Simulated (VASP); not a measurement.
Set up this calculation in VASP 6.6.1, as the native input.

```
Task                   : single point
Functional             : PBE
Potentials or basis    : VASP PAW PBE potentials, release 64 (B, As)
Cutoff                 : 520 eV
k mesh                 : 8 × 8 × 8
Occupations            : gaussian, width 0.01 eV
Spin                   : no spin polarisation
Dipole correction      : no
Further INCAR settings : ALGO = Normal; EDIFF = 1e-07; NBANDS = 11
```

The structure of BAs lies in POSCAR:

```
BAs
1.0
    0.0000000000      2.4467789396      2.4467789396
    2.4467789396      0.0000000000      2.4467789396
    2.4467789396      2.4467789396      0.0000000000
B As
1 1
Direct
    0.0000000000      0.0000000000      0.0000000000
    0.2500000000      0.2500000000      0.2500000000
```

These files were run (other wordings do the same):

INCAR

```
PREC = Accurate ; ENCUT = 520
EDIFF = 1E-7 ; ISMEAR = 0
SIGMA = 0.01 ; LREAL = F
LASPH = T ; NELM = 80
ALGO = Normal ; ISIF = 2
LWAVE = F ; LCHARG = F
GGA = PE ; NBANDS = 11
```

KPOINTS

```
regular mesh
0
Gamma
  8 8 8
```

Potentials or basis: VASP PAW PBE potentials, release 64 (B, As).

Command:

```bash
$ cat potpaw_PBE.64/B/POTCAR potpaw_PBE.64/As/POTCAR > POTCAR
$ mpirun -np 1 vasp_std > vasp.out
```

It gave:

```yaml
Pressure: -5.7 GPa
Band_gap_on_the_k_mesh: 1.26 eV, indirect (least direct gap 3.19 eV)
```

Wall time 22 s on 1 thread of AMD EPYC 7R13, with other jobs on the host, peak memory 0.13 GiB.
